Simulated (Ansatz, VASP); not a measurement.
# Two plane-wave programs on SiNi3

```
CELL_PARAMETERS angstrom
3.50626 0.00000 0.00000
0.00000 3.50626 0.00000
0.00000 0.00000 3.50626
ATOMIC_POSITIONS crystal
Si 0.00000 0.00000 0.00000
Ni 0.00000 0.51783 0.50000
Ni 0.50000 0.01783 0.50000
Ni 0.50000 0.51783 0.00000
```

Change from the starting cell: all Ni atoms moved +0.062 Å, as atom 2 along Cartesian [0 1 0].

Alike in both runs: task single point; functional PBE; k mesh 14 × 14 × 14; occupations gaussian, width 0.15 eV; no spin polarisation.

```csv
,VASP,Ansatz
version,VASP 6.6.1,Ansatz 0.2.0
potentials or method,"VASP PAW PBE potentials, release 64 (Si, Ni), cutoff 520 eV","scalar-relativistic, plane waves, PAW"
valence electrons in the cell,34,58
```

```tsv
	VASP	Ansatz	Ansatz less VASP
gap on the k mesh at the Fermi level (eV)	none	none	-
pressure (GPa)	0.2	0.2	+0.05
traceless stress, the component that is largest in VASP (GPa)	0.05	0.06	+0.001
rms of the force components (eV/Å)	0.119	0.117	-0.0014
```

Atom by atom the forces differ by 0.001 eV/Å (rms over components). A gap of «none» marks a metal or a gap that the smearing closes. VASP's potentials hold 34 valence electrons a cell and Ansatz's 58, so a difference there can come from the potentials and not from the codes.
